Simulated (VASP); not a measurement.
Crystal: GaP.

```xyz
2
Lattice="0.0000 2.7252 2.7252 2.7252 0.0000 2.7252 2.7252 2.7252 0.0000" Properties=species:S:1:pos:R:3 pbc="T T T"
Ga    0.0000    0.0000    0.0000
P     4.0879    4.0879    4.0879
```

| Property | Result |
| --- | --- |
| Program | VASP 6.6.1 |
| Task | relaxation of cell and atoms |
| Functional | RPBE |
| Dispersion | D4 |
| Potentials or basis | VASP PAW PBE potentials, release 64 (Ga_d, P) |
| Cutoff | 600 eV |
| k mesh | 8 × 8 × 8 |
| Occupations | fermi-dirac, width 0.05 eV |
| Spin | no spin polarisation |

At the start: pressure -2.5 GPa; volume 20.24 Å³/atom.

How do energy, volume and symmetry change on relaxing?

Over 3 steps the energy falls by 4.7 meV/atom and the volume is 19.65 Å³/atom (-2.9 %); space group F-43m (No. 216, to 0.05 Å).

Step by step:
```csv
step,energy change (eV),largest force (eV/Å),pressure (GPa),volume (Å³)
1,0.0000,0.0000,-2.51,40.48
2,-0.0066,0.0000,1.46,38.65
3,-0.0095,0.0000,-0.03,39.29
```

Final structure:
```
Ga P
1.0
     0.00000    2.69827    2.69827
     2.69827    0.00000    2.69827
     2.69827    2.69827    0.00000
Ga P
1 1
Direct
  0.00000 0.00000 0.00000
  0.75000 0.75000 0.75000
```

Caveat: the PAW data sets were made with another functional, which shifts forces and pressure a little.
